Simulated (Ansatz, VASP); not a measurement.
Sc in VASP and in Ansatz

```xyz
2
Lattice="3.2269 0.0000 0.0000 -1.6135 2.7946 0.0000 0.0000 0.0000 5.0094" Properties=species:S:1:pos:R:3 pbc="T T T"
Sc    0.0000    1.8631    1.2524
Sc    1.6135    0.9315    3.7571
```

Alike in both runs: task single point; functional LDA; k mesh 11 × 11 × 6; occupations gaussian, width 0.1 eV; no spin polarisation.

|  | VASP | Ansatz |
| --- | --- | --- |
| version | VASP 6.6.1 | Ansatz 0.2.0 |
| potentials or method | VASP PAW LDA potentials, release 64 (Sc_sv), cutoff 500 eV | plane waves (420 eV) with PAW, scalar-relativistic |
| valence electrons in the cell | 22 | 22 |

|  | VASP | Ansatz | Ansatz less VASP |
| --- | --- | --- | --- |
| pressure (GPa) | -0.1 | -0.2 | -0.08 |
| traceless stress, the component that is largest in VASP (GPa) | -0.26 | -0.26 | +0.006 |

Ansatz warns that its potentials were made for another functional, while VASP's fit it. LDA's correlation is that of Perdew and Zunger in VASP and of Perdew and Wang (1992) in Ansatz.
